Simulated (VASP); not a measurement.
The system is Ba3OsPd.

```
Ba Pd Os
1.0
     4.93847    0.00000    0.00000
     0.00000    4.93847    0.00000
     0.00000    0.00000    4.96094
Ba Pd Os
3 1 1
Direct
  0.50000 0.50000 0.00000
  0.50000 0.00000 0.50000
  0.00000 0.50000 0.50000
  0.50000 0.50000 0.50000
  0.00000 0.00000 0.00000
```

- Program: VASP 6.6.1
- Task: relaxation of cell and atoms
- Functional: PBE
- Potentials or basis: VASP PAW PBE potentials, release 64 (Ba_sv, Pd, Os)
- Cutoff: 600 eV
- k mesh: 4 × 4 × 4
- Occupations: gaussian, width 0.1 eV
- Spin: no spin polarisation

At the start: pressure 37.5 GPa; volume 24.20 Å³/atom.

Problem. Where does the relaxation end?

Solution. Over 5 steps the energy falls by 1227.5 meV/atom and the volume is 40.86 Å³/atom (+68.8 %); space group Pm-3m (No. 221, to 0.1 Å) before and after.

Step by step:
```
step  energy change (eV)  largest force (eV/Å)  pressure (GPa)  volume (Å³)
   1              0.0000                0.0000           37.49       120.99
   2             -5.6163                0.0000           -3.13       249.68
   3             -6.1217                0.0000            0.80       198.12
   4             -6.1370                0.0000           -0.18       206.30
   5             -6.1377                0.0000            0.05       204.29
```

Final structure:
```
Ba Pd Os
1.0
     5.88816    0.00000    0.00000
     0.00000    5.88816    0.00000
     0.00000    0.00000    5.89225
Ba Pd Os
3 1 1
Direct
  0.50000 0.50000 0.00000
  0.50000 0.00000 0.50000
  0.00000 0.50000 0.50000
  0.50000 0.50000 0.50000
  0.00000 0.00000 0.00000
```

Caveat: the volume moved by over 15 % at a fixed basis, so the end points are rough.
